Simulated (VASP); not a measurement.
Write the native input for VASP 6.6.1 that does the following.

| Item | Value |
| --- | --- |
| Task | single point |
| Functional | PBEsol |
| Dispersion | D3(BJ) |
| Potentials or basis | VASP PAW PBE potentials, release 64 (Ca_sv) |
| Cutoff | 520 eV |
| k mesh | 9 × 9 × 9 |
| Occupations | fermi-dirac, width 0.05 eV |
| Spin | no spin polarisation |
| Dipole correction | no |
| Further INCAR settings | ALGO = Normal; EDIFF = 1e-06; NBANDS = 11 |

The structure of Ca lies in POSCAR:

```
Ca
1.0
   -2.0964874600      2.1017318100      2.4453524600
    2.0964874600     -2.1017318100      2.4453524600
    2.0964874600      2.1017318100     -2.4453524600
Ca
1
Direct
    0.5000000000      0.5000000000      0.0000000000
```

One way to write it, as run:

INCAR

```
ALGO = Normal
EDIFF = 1E-6
ENCUT = 520
GGA = PS
ISIF = 2
ISMEAR = -1
IVDW = 12
LASPH = T
LCHARG = F
LREAL = F
LWAVE = F
NBANDS = 11
NELM = 100
PREC = Accurate
SIGMA = 0.05
```

KPOINTS

```
k-points
0
Gamma
  9 9 9
```

Potentials or basis: VASP PAW PBE potentials, release 64 (Ca_sv).

Command:

```bash
$ cat potpaw_PBE.64/Ca_sv/POTCAR > POTCAR
$ mpirun -np 1 vasp_std > vasp.out
```

Results of the run:

```
Pressure                   : -1.9 GPa
Band gap on the k mesh     : zero (bands 5 and 6 overlap by 0.27 eV)
Dispersion energy per atom : -0.234 eV
```

Caveat: three body term missing; the PAW data sets were made with another functional, which shifts forces and pressure a little.

Run time: 64 s on 1 thread of Intel(R) Xeon(R) Platinum 8259CL CPU @ 2.50GHz (Skylake/Cascade Lake), on a shared host, peak memory 0.21 GiB.
